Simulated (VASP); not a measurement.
# AlO5 (R-3m) in VASP: single point with PBE

Aim: the single point of AlO5 with PBE.

All numbers are computed with VASP 6.6.1; they aren't measurements. Logs are shortened: lines on timing, memory, paths and dates and some standing lists are left out, and cuts for length are marked.

### Step 1. The cell of the first run

The structure is trigonal, space group R-3m (No. 166). Conventional cell: a = 5.258 Å, b = 5.258 Å, c = 7.139 Å, α = 90.00°, β = 90.00°, γ = 120.00°. Within 2.6 Å of Al (site symmetry -3m) lie 8 O at 1.93 to 2.18 Å. Within 2.4 Å of O (site symmetry 2/m) lie 2 O at 1.81 Å and 2 Al at 1.93 Å. Within 2.4 Å of O (site symmetry 3m) lie 3 O at 1.81 Å and 1 Al at 2.18 Å.

The cell was generated, and may not be a known phase.

### Step 2. Single point, PBE, collinear spin, ferromagnetic start

File INCAR:

```
SYSTEM = AlO5
  ALGO = Normal
  EDIFF = 1E-6
  ENCUT = 520
  GGA = PE
  ISIF = 2
  ISMEAR = 0
  ISPIN = 2
  LASPH = .True.
  LCHARG = .False.
  LORBIT = 11
  LREAL = .False.
  LWAVE = .False.
  MAGMOM = 0 1 1 1 1 1
  NBANDS = 30
  NELM = 150
  PREC = Accurate
  SIGMA = 0.1
```

File KPOINTS:

```
k-points
0
Gamma
  6 6 6
  0 0 0
```

File POSCAR:

```
AlO5
1.0
    2.6290729437      1.5178959718      2.3795707355
   -2.6290729437      1.5178959718      2.3795707355
    0.0000000000     -3.0357919436      2.3795707355
Al O
1 5
Direct
    0.5000000000      0.5000000000      0.5000000000
    0.4999852445      0.5000147555      0.0000000000
    0.1945364248      0.1945364248      0.1945364248
    0.0000000000      0.4999852445      0.5000147555
    0.5000147555      0.0000000000      0.4999852445
    0.8054635752      0.8054635752      0.8054635752
```

Potentials or basis: VASP PAW PBE potentials, release 64 (Al, O).

Started as:

```bash
cat potpaw_PBE.64/Al/POTCAR potpaw_PBE.64/O/POTCAR > POTCAR
mpirun -np 1 vasp_std > vasp.out
```

OUTCAR:

```text
SYSTEM = AlO5
   EDIFF = 1E-6
   ENCUT = 520
   GGA = PE
   ISIF = 2
   ISMEAR = 0
   ISPIN = 2
   LASPH = .True.
   LORBIT = 11
   LREAL = .False.
   NELM = 150
   PREC = Accurate

 ion  position               nearest neighbor table
   1  0.500  0.500  0.500-   4 1.93   5 1.93   5 1.93   4 1.93   2 1.93   2 1.93   6 2.18   3 2.18

   2  0.500  0.500  0.000-   3 1.81   6 1.81   1 1.93   1 1.93
   3  0.195  0.195  0.195-   5 1.81   4 1.81   2 1.81   1 2.18
   4  0.000  0.500  0.500-   6 1.81   3 1.81   1 1.93   1 1.93
   5  0.500  0.000  0.500-   3 1.81   6 1.81   1 1.93   1 1.93
   6  0.805  0.805  0.805-   4 1.81   5 1.81   2 1.81   1 2.18

  LATTYP: Found a trigonal (rhomboedric) cell.
 ALAT       =     3.8572515616
 COS(alpha) =     0.0708638872

  Lattice vectors:

 A1 = (   2.6290729437,   1.5178959718,   2.3795707355)
 A2 = (  -2.6290729437,   1.5178959718,   2.3795707355)
 A3 = (   0.0000000000,  -3.0357919436,   2.3795707355)

Analysis of symmetry for initial positions (statically):
=====================================================================
 Subroutine PRICEL returns:
 Original cell was already a primitive cell.

 Routine SETGRP: Setting up the symmetry group for a
 trigonal (rhombohedral) supercell.

 Subroutine GETGRP returns: Found  6 space group operations
 (whereof  6 operations were pure point group operations)
 out of a pool of 12 trial point group operations.

The static configuration has the point symmetry D_3 .

Analysis of symmetry for dynamics (positions and initial velocities):
=====================================================================
 Subroutine PRICEL returns:
 Original cell was already a primitive cell.

 Routine SETGRP: Setting up the symmetry group for a
 trigonal (rhombohedral) supercell.

 Subroutine GETGRP returns: Found  6 space group operations
 (whereof  6 operations were pure point group operations)
 out of a pool of 12 trial point group operations.

The dynamic configuration has the point symmetry D_3 .

Analysis of structural, dynamic, and magnetic symmetry:
=====================================================================
 Subroutine PRICEL returns:
 Original cell was already a primitive cell.

 Routine SETGRP: Setting up the symmetry group for a
 trigonal (rhombohedral) supercell.

 Subroutine GETGRP returns: Found  6 space group operations
 (whereof  6 operations were pure point group operations)
 out of a pool of 12 trial point group operations.

The overall configuration has the point symmetry D_3 .

 Subroutine INISYM returns: Found  6 space group operations
 (whereof  6 operations are pure point group operations),
 and found     1 'primitive' translations

----------------------------------------------------------------------------------------

                                     Primitive cell

  volume of cell :      56.9763

  direct lattice vectors                    reciprocal lattice vectors
     2.629072944  1.517895972  2.379570736     0.190181106  0.109801113  0.140081288
    -2.629072944  1.517895972  2.379570736    -0.190181106  0.109801113  0.140081288
     0.000000000 -3.035791944  2.379570736     0.000000000 -0.219602225  0.140081288

  length of vectors
     3.857251562  3.857251562  3.857251562     0.260476303  0.260476303  0.260476303

  position of ions in fractional coordinates (direct lattice)
     0.500000000  0.500000000  0.500000000
     0.499985245  0.500014755  0.000000000
     0.194536425  0.194536425  0.194536425
     0.000000000  0.499985245  0.500014755
     0.500014755  0.000000000  0.499985245
     0.805463575  0.805463575  0.805463575

  ion indices of the primitive-cell ions
   primitive index   ion index
                 1           1
                 2           2
                 3           3
                 4           4
                 5           5
                 6           6

----------------------------------------------------------------------------------------

 KPOINTS: k-points

Automatic generation of k-mesh.
 Grid dimensions read from file:
 generate k-points for:    6    6    6

 Generating k-lattice:

  Cartesian coordinates                     Fractional coordinates (reciprocal lattice)
     0.031696851  0.018300185  0.023346881     0.166666667  0.000000000  0.000000000
    -0.031696851  0.018300185  0.023346881     0.000000000  0.166666667  0.000000000
     0.000000000 -0.036600371  0.023346881     0.000000000  0.000000000  0.166666667

  Length of vectors
     0.043412717  0.043412717  0.043412717

  Shift w.r.t. Gamma in fractional coordinates (k-lattice)
     0.000000000  0.000000000  0.000000000

 Subroutine IBZKPT returns following result:
 ===========================================

 Found     32 irreducible k-points:

 Following reciprocal coordinates:
            Coordinates               Weight
  0.000000  0.000000  0.000000      1.000000
  0.166667  0.000000 -0.000000      6.000000
  0.333333  0.000000 -0.000000      6.000000
  0.500000 -0.000000  0.000000      3.000000
  0.166667  0.166667 -0.000000      6.000000
  0.333333  0.166667  0.000000     12.000000
[... 16 lines left out ...]
  0.500000  0.500000  0.166667      6.000000
 -0.333333  0.500000  0.166667     12.000000
 [... further k-points ...]
   k-points           NKPTS =     32   k-points in BZ     NKDIM =     32   number of bands    NBANDS=     30
   number of dos      NEDOS =    301   number of ions     NIONS =      6
   total plane-waves  NPLWV =  27000
   dimension x,y,z NGX =    30 NGY =   30 NGZ =   30
   dimension x,y,z NGXF=    60 NGYF=   60 NGZF=   60
   ions per type =               1   5
   NGX,Y,Z   is equivalent  to a cutoff of  12.93, 12.93, 12.93 a.u.
   NGXF,Y,Z  is equivalent  to a cutoff of  25.86, 25.86, 25.86 a.u.
 SYSTEM =  AlO5
   PREC   = accura    normal or accurate (medium, high low for compatibility)
   ISTART =      0    job   : 0-new  1-cont  2-samecut
   ICHARG =      2    charge: 1-file 2-atom 10-const
   ISPIN  =      2    spin polarized calculation?
   LNONCOLLINEAR =      F non collinear calculations
   LSORBIT =      F    spin-orbit coupling
   LASPH  =      T    aspherical Exc in radial PAW
   ENCUT  =  520.0 eV  38.22 Ry    6.18 a.u.   7.17  7.17  7.17*2*pi/ulx,y,z
   NELM   =    150;   NELMIN=  2; NELMDL= -5     # of ELM steps
   EDIFF  = 0.1E-05   stopping-criterion for ELM
   LREAL  =      F    real-space projection
   EDIFFG = 0.1E-04   stopping-criterion for IOM
   NSW    =      0    number of steps for IOM
   IBRION =     -1    ionic relax: 0-MD 1-quasi-New 2-CG
   NFREE  =      0    steps in history (QN), initial steepest desc. (CG)
   ISIF   =      2    stress and relaxation
   ISYM   =      2    0-nonsym 1-usesym 2-fastsym
   POTIM  = 0.5000    time-step for ionic-motion
   TEBEG  =    0.0;   TEEND  =   0.0 temperature during run
   PSTRESS=    0.0 pullay stress
   NELECT =      33.0000    total number of electrons
   NUPDOWN=      -1.0000    fix difference up-down
   EMIN   =  10.00;   EMAX   =-10.00  energy-range for DOS
   EFERMI =   0.00;   METHOD = LEGACY
   ISMEAR =     0;   SIGMA  =   0.10  broadening in eV -4-tet -1-fermi 0-gaus
   EFERMI_NEDOS =   21; number of points for ismear=-14 and -15
   IALGO  =     38    algorithm
   IMIX   =      4    mixing-type and parameters
     AMIX     =   0.40;   BMIX     =  1.00
     AMIX_MAG =   1.60;   BMIX_MAG =  1.00
  volume/ion in A,a.u.               =       9.50        64.08
  Fermi-wavevector in a.u.,A,eV,Ry     =   1.364629  2.578775 25.336942  1.862213
  Thomas-Fermi vector in A             =   2.490928
   LORBIT       =     11    0 simple, 1 ext, 2 COOP (PROOUT), +10 PAW based schemes
   GGA     = PE    functional components
   LHFCALC =     F    Hartree Fock is set to
   AEXX    =    0.0000 exact exchange contribution
   IVDW    =     0    specifies the selected vdW correction
   LEPSILON=     F    determine dielectric tensor
   LRPA    =     F    only Hartree local field effects (RPA)
 spin polarized calculation
 Gauss-broadening in eV      SIGMA  =   0.10
  energy-cutoff  :      520.00
  volume of cell :       56.98
 maximum number of plane-waves:      1546
 NGX is ok and might be reduce to    30
   NGX = 15   NGY = 15   NGZ = 15

 number of electron      33.0000018 magnetization       0.9989243

 Free energy of the ion-electron system (eV)
  ---------------------------------------------------
  ext. energy  EPLUGINS =         0.00000000
  ---------------------------------------------------
  free energy    TOTEN  =       -30.12676301 eV

  energy without entropy =      -30.11223201  energy(sigma->0) =      -30.11949751

 E-fermi :   2.4427     XC(G=0): -10.7470

 val. band max:        2.4338353992   @ k =  -0.1667   0.3333   0.1667
 cond. band min:       2.4465688093   @ k =   0.5000   0.1667   0.1667
 fundamental gap:      0.0127334101
 Fermi energy:         2.4427049001

 spin component 1

 k-point     1 :       0.0000    0.0000    0.0000
  band No.  band energies     occupation
      1     -18.8367      1.00000
      2     -15.6242      1.00000
      3     -14.8400      1.00000
      4     -14.8400      1.00000
      5     -11.9381      1.00000
      6      -3.5190      1.00000
[... 20 lines left out ...]
     27      18.4465      0.00000
     28      18.4465      0.00000

 k-point     2 :       0.1667    0.0000   -0.0000
  band No.  band energies     occupation
      1     -18.7068      1.00000
      2     -16.1221      1.00000
      3     -14.8295      1.00000
      4     -14.3736      1.00000
      5     -12.0605      1.00000
      6      -3.6193      1.00000
[... 674 lines left out ...]
 k-point    24 :      -0.3333    0.5000    0.1667
  band No.  band energies     occupation
      1     -17.6465      1.00000
      2     -17.2565      1.00000
      3     -15.1829      1.00000
      4     -13.6487      1.00000
      5     -12.4999      1.00000
      6      -4.6799      1.00000
[... 20 lines left out ...]
     27      18.3352      0.00000
     28      19.0623      0.00000

 [... further k-points ...]

 spin component 2

 k-point     1 :       0.0000    0.0000    0.0000
  band No.  band energies     occupation
      1     -18.5664      1.00000
      2     -15.0577      1.00000
      3     -14.7188      1.00000
      4     -14.7188      1.00000
      5     -11.4525      1.00000
      6      -3.2892      1.00000
[... 20 lines left out ...]
     27      18.5894      0.00000
     28      18.5894      0.00000

 k-point     2 :       0.1667    0.0000   -0.0000
  band No.  band energies     occupation
      1     -18.4343      1.00000
      2     -15.7272      1.00000
      3     -14.7086      1.00000
      4     -14.0779      1.00000
      5     -11.5812      1.00000
      6      -3.3911      1.00000
[... 674 lines left out ...]
 k-point    24 :      -0.3333    0.5000    0.1667
  band No.  band energies     occupation
      1     -17.3298      1.00000
      2     -16.9472      1.00000
      3     -15.0637      1.00000
      4     -13.2565      1.00000
      5     -12.0842      1.00000
      6      -4.5523      1.00000
[... 20 lines left out ...]
     27      18.4487      0.00000
     28      19.1319      0.00000

 [... further k-points ...]

 [bands above 28 left out]

------------------------ aborting loop because EDIFF is reached ----------------------------------------

  FORCE on cell =-STRESS in cart. coord.  units (eV):
  Direction    XX          YY          ZZ          XY          YZ          ZX
  --------------------------------------------------------------------------------------
  -------------------------------------------------------------------------------------
  Total       -0.0324727     -0.0324727     -0.0034096      0.0000000      0.0000000      0.0000000
  in kB       -0.9131345     -0.9131345     -0.0958772      0.0000000      0.0000000      0.0000000
  external PRESSURE =      -0.6407154 kB  Pullay stress =       0.0000000 kB

 VOLUME and BASIS-vectors are now :
 -----------------------------------------------------------------------------
  energy-cutoff  :      520.00
  volume of cell :       56.98
      direct lattice vectors                 reciprocal lattice vectors
     2.629072944  1.517895972  2.379570736     0.190181106  0.109801113  0.140081288
    -2.629072944  1.517895972  2.379570736    -0.190181106  0.109801113  0.140081288
     0.000000000 -3.035791944  2.379570736     0.000000000 -0.219602225  0.140081288

 POSITION                                       TOTAL-FORCE (eV/Angst)
 -----------------------------------------------------------------------------------
      0.00000      0.00000      3.56936         0.000000     -0.000000      0.000000
     -0.00008      1.51790      2.37957         0.000327     -0.000000      0.000000
      0.00000      0.00000      1.38874         0.000000      0.000000     -0.038482
     -1.31450     -0.75902      2.37957        -0.000164      0.000283      0.000000
      1.31458     -0.75888      2.37957        -0.000164     -0.000283      0.000000
      0.00000      0.00000      5.74997         0.000000     -0.000000      0.038482
 -----------------------------------------------------------------------------------
    total drift:                               -0.000000     -0.000000      0.000000

  FREE ENERGIE OF THE ION-ELECTRON SYSTEM (eV)
  ---------------------------------------------------
  free  energy   TOTEN  =       -30.1267630111 eV

  energy  without entropy=      -30.1122320051  energy(sigma->0) =      -30.11949751

 total charge

# of ion       s       p       d       tot
------------------------------------------
    1        0.279   0.350   0.000   0.628
    2        1.617   3.263   0.000   4.881
    3        1.639   3.058   0.000   4.697
    4        1.617   3.263   0.000   4.881
    5        1.617   3.263   0.000   4.881
    6        1.639   3.058   0.000   4.697
--------------------------------------------------
tot          8.409  16.255   0.000  24.665

 magnetization (x)

# of ion       s       p       d       tot
------------------------------------------
    1        0.000   0.000   0.000   0.000
    2        0.004   0.064   0.000   0.069
    3        0.001   0.325   0.000   0.326
    4        0.004   0.064   0.000   0.069
    5        0.004   0.064   0.000   0.069
    6        0.001   0.325   0.000   0.326
--------------------------------------------------
tot          0.017   0.842   0.000   0.859
```

Run time: 91 s. Hardware: 1 thread of Intel Xeon Platinum 8259CL at 2.50GHz (Skylake/Cascade Lake), shared host; peak memory 0.22 GiB.

What came out:

```yaml
Free_energy: -30.1268 eV
Pressure: -0.1 GPa
Largest_force: 0.038 eV/Å
Band_gap_on_the_k_mesh: zero (filled and empty bands overlap)
Net_moment: 1.00 μB per cell
Site_moments: Al +0.00; O +0.07, +0.33 (each value once) μB
Valence_electrons_inside_the_program's_atomic_spheres: Al 0.63; O 4.88, 4.70 (each value once)
```

Forces on the atoms (eV/Å):
```
Al   0.000  0.000  0.000
O    0.000  0.000  0.000
O    0.000  0.000 -0.038
O    0.000  0.000  0.000
O    0.000  0.000  0.000
O    0.000  0.000  0.038
```

Levels at points of the mesh, in eV from the Fermi level:
Spin up:
| k point | band 13 | band 14 | band 15 | band 16 | band 17 | band 18 | band 19 | band 20 | band 21 | band 22 |
| --- | --- | --- | --- | --- | --- | --- | --- | --- | --- | --- |
| (0.00, 0.00, 0.00) | -1.67 | -1.58 | -1.31 | -1.31 | -0.97 | 2.76 | 2.86 | 2.86 | 5.85 | 12.13 |
| (0.50, 0.00, 0.00) | -2.15 | -1.18 | -1.06 | -1.00 | -0.76 | 2.37 | 2.38 | 2.88 | 8.43 | 11.91 |
| (0.50, 0.50, 0.00) | -2.54 | -0.90 | -0.80 | -0.42 | -0.17 | 2.56 | 2.81 | 2.96 | 10.70 | 11.13 |
| (0.50, 0.50, 0.50) | -1.69 | -1.69 | -1.06 | -1.06 | -0.31 | 2.49 | 2.92 | 2.92 | 10.28 | 10.28 |
Spin down:
```
           k point  band 12  band 13  band 14  band 15  band 16  band 17  band 18  band 19  band 20  band 21
(0.00, 0.00, 0.00)    -1.45    -1.04    -1.04    -1.02    -1.02    -0.63     3.04     3.24     3.24     5.89
(0.50, 0.00, 0.00)    -1.96    -1.81    -0.89    -0.47    -0.40    -0.27     2.65     2.70     3.22     8.48
(0.50, 0.50, 0.00)    -2.91    -2.45    -0.57    -0.31     0.12     0.40     2.86     3.14     3.35    10.76
(0.50, 0.50, 0.50)    -1.73    -1.44    -1.44    -0.36    -0.36     0.04     2.80     3.29     3.29    10.32
```
